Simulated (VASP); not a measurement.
# Si (P6_3/mmc) in VASP: a series of runs

Runs on Si. Level: PBEsol. Tasks: relaxation of the atoms.

Everything below comes from runs of VASP 6.6.1. Logs are shortened: lines on timing, memory, paths and dates and some standing lists are left out, and cuts for length are marked.

### 1 The cell of the first run

The structure is hexagonal, space group P6_3/mmc (No. 194). The conventional cell has a = 3.831 Å, b = 3.831 Å, c = 6.262 Å, α = 90.00°, β = 90.00°, γ = 120.00°. Si (site symmetry 3m) has 4 Si at 2.35 Å within 3.1 Å.

### 2 Relaxation of the atoms, PBEsol (strained cell)

INCAR

```
SYSTEM = Si
PREC = Accurate
ENCUT = 450
EDIFF = 1E-7
ISMEAR = 0
SIGMA = 0.01
LREAL = .FALSE.
LASPH = .TRUE.
NELM = 120
ALGO = Normal
ISIF = 2
LWAVE = .FALSE.
LCHARG = .FALSE.
GGA = PS
IBRION = 2
NSW = 60
EDIFFG = -0.002
GGA_COMPAT = .FALSE.
NELMIN = 4
```

KPOINTS

```
Automatic mesh
0
G
  9 9 6
  0 0 0
```

POSCAR

```
Si
1.0
    3.8311469543      0.0000000000      0.0000000000
   -1.9155734771      3.3178705881      0.0000000000
    0.0000000000      0.0000000000      6.2615031399
Si
4
Direct
    0.3333333333      0.6666666667     -0.0007466898
    0.6666666667      0.3333333333      0.4992533102
    0.3333333333      0.6666666667      0.3747466898
    0.6666666667      0.3333333333      0.8747466898
```

Potentials or basis: VASP PAW PBE potentials, release 64 (Si).

On the command line:

```bash
cat potpaw_PBE.64/Si/POTCAR > POTCAR
mpirun -np 1 vasp_std > vasp.out
```

OUTCAR:

```text
SYSTEM = Si
   PREC = Accurate
   ENCUT = 450
   EDIFF = 1E-7
   ISMEAR = 0
   LREAL = .FALSE.
   LASPH = .TRUE.
   NELM = 120
   ISIF = 2
   GGA = PS
   IBRION = 2
   NSW = 60
   EDIFFG = -0.002
   NELMIN = 4

 ion  position               nearest neighbor table
   1  0.333  0.667  0.999-   4 2.35   4 2.35   4 2.35   3 2.35
   2  0.667  0.333  0.499-   3 2.35   3 2.35   3 2.35   4 2.35
   3  0.333  0.667  0.375-   2 2.35   2 2.35   2 2.35   1 2.35
   4  0.667  0.333  0.875-   1 2.35   1 2.35   1 2.35   2 2.35

  LATTYP: Found a hexagonal cell.
 ALAT       =     3.8311469543
 C/A-ratio  =     1.6343677793

  Lattice vectors:

 A1 = (   3.8311469543,   0.0000000000,   0.0000000000)
 A2 = (  -1.9155734771,   3.3178705881,   0.0000000000)
 A3 = (   0.0000000000,   0.0000000000,   6.2615031399)

Analysis of symmetry for initial positions (statically):
=====================================================================
 Subroutine PRICEL returns:
 Original cell was already a primitive cell.

 Routine SETGRP: Setting up the symmetry group for a
 hexagonal supercell.

 Subroutine GETGRP returns: Found 24 space group operations
 (whereof  6 operations were pure point group operations)
 out of a pool of 24 trial point group operations.

The static configuration has the point symmetry C_3v.
 The point group associated with its full space group is D_6h.

Analysis of symmetry for dynamics (positions and initial velocities):
=====================================================================
 Subroutine PRICEL returns:
 Original cell was already a primitive cell.

 Routine SETGRP: Setting up the symmetry group for a
 hexagonal supercell.

 Subroutine GETGRP returns: Found 24 space group operations
 (whereof  6 operations were pure point group operations)
 out of a pool of 24 trial point group operations.

The dynamic configuration has the point symmetry C_3v.
 The point group associated with its full space group is D_6h.

 Subroutine INISYM returns: Found 24 space group operations
 (whereof  6 operations are pure point group operations),
 and found     1 'primitive' translations

----------------------------------------------------------------------------------------

                                     Primitive cell

  volume of cell :      79.5915

  direct lattice vectors                    reciprocal lattice vectors
     3.831146954  0.000000000  0.000000000     0.261018440  0.150699066  0.000000000
    -1.915573477  3.317870588  0.000000000     0.000000000  0.301398133  0.000000000
     0.000000000  0.000000000  6.261503140     0.000000000  0.000000000  0.159706061

  length of vectors
     3.831146954  3.831146954  6.261503140     0.301398133  0.301398133  0.159706061

  position of ions in fractional coordinates (direct lattice)
     0.333333333  0.666666667  0.999253310
     0.666666667  0.333333333  0.499253310
     0.333333333  0.666666667  0.374746690
     0.666666667  0.333333333  0.874746690

  ion indices of the primitive-cell ions
   primitive index   ion index
                 1           1
                 2           2
                 3           3
                 4           4

----------------------------------------------------------------------------------------

 KPOINTS: Automatic mesh

Automatic generation of k-mesh.
[... 78 lines left out ...]
   NUPDOWN=      -1.0000    fix difference up-down
   EMIN   =  10.00;   EMAX   =-10.00  energy-range for DOS
   EFERMI =   0.00;   METHOD = LEGACY
   ISMEAR =     0;   SIGMA  =   0.01  broadening in eV -4-tet -1-fermi 0-gaus
   EFERMI_NEDOS =   21; number of points for ismear=-14 and -15
   IALGO  =     38    algorithm
   IMIX   =      4    mixing-type and parameters
     AMIX     =   0.40;   BMIX     =  1.00
     AMIX_MAG =   1.60;   BMIX_MAG =  1.00
  volume/ion in A,a.u.               =      19.90       134.28
  Fermi-wavevector in a.u.,A,eV,Ry     =   0.959016  1.812278 12.513438  0.919712
  Thomas-Fermi vector in A             =   2.088175
   LORBIT       =      0    0 simple, 1 ext, 2 COOP (PROOUT), +10 PAW based schemes
   GGA     = PS    functional components
   LHFCALC =     F    Hartree Fock is set to
   AEXX    =    0.0000 exact exchange contribution
   IVDW    =     0    specifies the selected vdW correction
   LEPSILON=     F    determine dielectric tensor
   LRPA    =     F    only Hartree local field effects (RPA)
 conjugate gradient relaxation of ions
 non-spin polarized calculation
 Gauss-broadening in eV      SIGMA  =   0.01
  energy-cutoff  :      450.00
  volume of cell :       79.59
 maximum number of plane-waves:      1762
 NGX is ok and might be reduce to    28
   NGX = 13   NGY = 13   NGZ = 21

--------------------------------------- Ionic step        1  -------------------------------------------

 number of electron      15.9999998 magnetization

 Free energy of the ion-electron system (eV)
  ---------------------------------------------------
  ext. energy  EPLUGINS =         0.00000000
  ---------------------------------------------------
  free energy    TOTEN  =       -22.94183629 eV

  energy without entropy =      -22.94183629  energy(sigma->0) =      -22.94183629

------------------------ aborting loop because EDIFF is reached ----------------------------------------

  FORCE on cell =-STRESS in cart. coord.  units (eV):
  Direction    XX          YY          ZZ          XY          YZ          ZX
  --------------------------------------------------------------------------------------
  -------------------------------------------------------------------------------------
  Total        0.0531297      0.0531297      1.0586436      0.0000000     -0.0000000      0.0000000
  in kB        1.0695013      1.0695013     21.3104931      0.0000000     -0.0000000      0.0000000
  external PRESSURE =       7.8164986 kB  Pullay stress =       0.0000000 kB

 VOLUME and BASIS-vectors are now :
 -----------------------------------------------------------------------------
  energy-cutoff  :      450.00
  volume of cell :       79.59
      direct lattice vectors                 reciprocal lattice vectors
     3.831146954  0.000000000  0.000000000     0.261018440  0.150699066  0.000000000
    -1.915573477  3.317870588  0.000000000     0.000000000  0.301398133  0.000000000
     0.000000000  0.000000000  6.261503140     0.000000000  0.000000000  0.159706061

 POSITION                                       TOTAL-FORCE (eV/Angst)
 -----------------------------------------------------------------------------------
     -0.00000      2.21191      6.25683         0.000000     -0.000000     -0.005989
      1.91557      1.10596      3.12608        -0.000000      0.000000     -0.005989
     -0.00000      2.21191      2.34648         0.000000      0.000000      0.005989
      1.91557      1.10596      5.47723        -0.000000     -0.000000      0.005989
 -----------------------------------------------------------------------------------
    total drift:                               -0.000000      0.000000      0.000000

  FREE ENERGIE OF THE ION-ELECTRON SYSTEM (eV)
  ---------------------------------------------------
  free  energy   TOTEN  =       -22.9418362914 eV

  energy  without entropy=      -22.9418362914  energy(sigma->0) =      -22.94183629

--------------------------------------- Ionic step        2  -------------------------------------------

 number of electron      15.9999998 magnetization

 Free energy of the ion-electron system (eV)
  ---------------------------------------------------
  ext. energy  EPLUGINS =         0.00000000
  ---------------------------------------------------
  free energy    TOTEN  =       -22.94183885 eV

  energy without entropy =      -22.94183885  energy(sigma->0) =      -22.94183885

 E-fermi :   6.1933     XC(G=0):  -9.5708

 val. band max:        6.0910615591   @ k =   0.0000   0.0000   0.0000
 cond. band min:       6.3697684570   @ k =   0.4444  -0.0000   0.0000
 fundamental gap:      0.2787068979
 Fermi energy:         6.1933329649

 k-point     1 :       0.0000    0.0000    0.0000
  band No.  band energies     occupation
      1      -6.1961      2.00000
      2      -3.8074      2.00000
      3      -1.1866      2.00000
      4       4.4986      2.00000
      5       4.4986      2.00000
      6       5.8248      2.00000
      7       6.0911      2.00000
      8       6.0911      2.00000
      9       6.9614      0.00000
     10       7.9996      0.00000
     11       7.9996      0.00000
     12       8.5933      0.00000
[... 331 lines left out ...]
 k-point    24 :       0.3333    0.3333    0.1667
  band No.  band energies     occupation
      1      -2.9620      2.00000
      2      -2.9620      2.00000
      3      -0.7203      2.00000
      4      -0.7203      2.00000
      5       0.8687      2.00000
      6       2.5057      2.00000
      7       2.8375      2.00000
      8       2.8375      2.00000
      9       7.2163      0.00000
     10       9.8967      0.00000
     11       9.8967      0.00000
     12      11.3609      0.00000

 [... further k-points ...]

------------------------ aborting loop because EDIFF is reached ----------------------------------------

  FORCE on cell =-STRESS in cart. coord.  units (eV):
  Direction    XX          YY          ZZ          XY          YZ          ZX
  --------------------------------------------------------------------------------------
  -------------------------------------------------------------------------------------
  Total        0.0600910      0.0600910      1.0448024      0.0000000     -0.0000000      0.0000000
  in kB        1.2096321      1.2096321     21.0318704      0.0000000     -0.0000000      0.0000000
  external PRESSURE =       7.8170448 kB  Pullay stress =       0.0000000 kB

 VOLUME and BASIS-vectors are now :
 -----------------------------------------------------------------------------
  energy-cutoff  :      450.00
  volume of cell :       79.59
      direct lattice vectors                 reciprocal lattice vectors
     3.831146954  0.000000000  0.000000000     0.261018440  0.150699066  0.000000000
    -1.915573477  3.317870588  0.000000000     0.000000000  0.301398133  0.000000000
     0.000000000  0.000000000  6.261503140     0.000000000  0.000000000  0.159706061

 POSITION                                       TOTAL-FORCE (eV/Angst)
 -----------------------------------------------------------------------------------
     -0.00000      2.21191      6.25654         0.000000      0.000000      0.001752
      1.91557      1.10596      3.12579         0.000000     -0.000000      0.001752
     -0.00000      2.21191      2.34677        -0.000000      0.000000     -0.001752
      1.91557      1.10596      5.47752        -0.000000      0.000000     -0.001752
 -----------------------------------------------------------------------------------
    total drift:                               -0.000000      0.000000      0.000000

  FREE ENERGIE OF THE ION-ELECTRON SYSTEM (eV)
  ---------------------------------------------------
  free  energy   TOTEN  =       -22.9418388463 eV

  energy  without entropy=      -22.9418388463  energy(sigma->0) =      -22.94183885

 reached required accuracy - stopping structural energy minimisation
```

Wall time 73 s (1 thread of Intel Xeon 8259CL, shared host); peak memory 0.19 GiB.

What came out:

```
Free energy               : -22.9418 eV
Energy gained by relaxing : 0.0 meV/atom
Ionic steps               : 2
Pressure after relaxing   : 0.8 GPa
Band gap on the k mesh    : 0.28 eV, indirect (least direct gap 0.87 eV)
```

Final structure:
```
CELL_PARAMETERS angstrom
3.83115 0.00000 0.00000
-1.91557 3.31787 0.00000
0.00000 0.00000 6.26150
ATOMIC_POSITIONS crystal
Si 0.33333 0.66667 0.99921
Si 0.66667 0.33333 0.49921
Si 0.33333 0.66667 0.37479
Si 0.66667 0.33333 0.87479
```

Caveat: the cell differs from its parent crystal (strained cell); the PAW data sets were made with another functional, which shifts forces and pressure a little. A k mesh can miss the band edges.

### 3 Relaxation of the atoms, PBEsol (strained cell)

INCAR

```
  ALGO = Normal
  EDIFF = 1E-7
  EDIFFG = -0.002
  ENCUT = 450
  GGA = PS
  GGA_COMPAT = F
  IBRION = 2
  ISIF = 2
  ISMEAR = 0
  LASPH = T
  LCHARG = F
  LREAL = F
  LWAVE = F
  NELM = 120
  NELMIN = 4
  NSW = 60
  PREC = Accurate
  SIGMA = 0.01
```

KPOINTS

```
k-points
0
Gamma
  9 9 6
```

POSCAR

```
Si
1.0
    3.8343015864      0.0000000000      0.0000000000
   -1.9171507932      3.3206025796      0.0000000000
    0.0000000000      0.0000000000      6.2615031399
Si
4
Direct
    0.3333333333      0.6666666667      0.0000086266
    0.6666666667      0.3333333333      0.5000086266
    0.3333333333      0.6666666667      0.3739913734
    0.6666666667      0.3333333333      0.8739913734
```

Potentials or basis: VASP PAW PBE potentials, release 64 (Si).

On the command line:

```bash
cat potpaw_PBE.64/Si/POTCAR > POTCAR
mpirun -np 1 vasp_std > vasp.out
```

Run time: 1.7 min. Hardware: 1 thread of Intel Xeon 8259CL, shared host; peak memory 0.19 GiB.

The run converged. Its results:

```
Free energy               : -22.9419 eV
Energy gained by relaxing : 0.4 meV/atom
Ionic steps               : 3
Pressure after relaxing   : 0.6 GPa
Band gap on the k mesh    : 0.28 eV, indirect (least direct gap 0.86 eV)
```

Stress tensor (GPa, compression positive):
```
-0.08  0.00  0.00
 0.00 -0.08  0.00
 0.00  0.00  2.04
```

The path:
```csv
step,energy change (eV),largest force (eV/Å),pressure (GPa)
1,0.0000,0.1443,0.63
2,-0.0014,0.0437,0.62
3,-0.0015,0.0000,0.62
```

Final structure:
```
Si
1.0
     3.83430    0.00000    0.00000
    -1.91715    3.32060    0.00000
     0.00000    0.00000    6.26150
Si
4
Direct
  0.33333 0.66667 0.99916
  0.66667 0.33333 0.49916
  0.33333 0.66667 0.37484
  0.66667 0.33333 0.87484
```

Levels at points of the mesh, in eV from the valence-band top:
```csv
k point,band 6,band 7,band 8,band 9,band 10,band 11
"(0.00, 0.00, 0.00)",-0.26,0.00,0.00,0.86,1.91,1.91
"(0.00, 0.00, 0.50)",-0.98,-0.98,-0.98,1.68,1.68,2.90
```

Caveat: the cell differs from its parent crystal (strained cell); the PAW data sets were made with another functional, which shifts forces and pressure a little. A k mesh can miss the band edges.
